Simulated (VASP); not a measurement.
A run of VASP 6.6.1 is set up as follows.

File INCAR:

```
SYSTEM = WAu
PREC = Accurate
ENCUT = 600
EDIFF = 1E-6
ISMEAR = -1
SIGMA = 0.05
LREAL = .FALSE.
LASPH = .TRUE.
NELM = 80
ALGO = Normal
ISIF = 3
LWAVE = .FALSE.
LCHARG = .FALSE.
GGA = CA
IBRION = 2
NSW = 60
EDIFFG = -0.01
PSTRESS = 300.0
```

File KPOINTS:

```
Automatic mesh
0
G
  8 8 8
  0 0 0
```

Contents of POSCAR:

```
WAu
1.0
    0.0000000000      2.9092100000      2.9092100000
    2.9092100000      0.0000000000      2.9092100000
    2.9092100000      2.9092100000      0.0000000000
W Au
1 1
Direct
    0.0000000000      0.0000000000      0.0000000000
    0.7500000000      0.7500000000      0.7500000000
```

Potentials or basis: VASP PAW LDA potentials, release 64 (W_sv, Au).

Launch:

```sh
$ cat potpaw_LDA.64/W_sv/POTCAR potpaw_LDA.64/Au/POTCAR > POTCAR
$ mpirun -np 1 vasp_std > vasp.out
```

Q: Estimate the relaxed volume.

A: 20.27 Å³/atom.

Q: Estimate the relaxed cell.

A: a = 3.856 Å, b = 3.856 Å, c = 3.856 Å, α = 60.00°, β = 60.00°, γ = 60.00°.

Q: Predict the space group after relaxing (to 0.05 Å).

A: F-43m (No. 216).

Final structure:
```
W Au
1.0
     0.00000    2.72642    2.72642
     2.72642    0.00000    2.72642
     2.72642    2.72642    0.00000
W Au
1 1
Cartesian
  0.0000 0.0000 0.0000
  4.0896 4.0896 4.0896
```

Caveat: the cell is relaxed towards a set pressure, so the enthalpy falls and the energy may rise; the volume moved by over 15 % at a fixed basis, so the end points are rough.
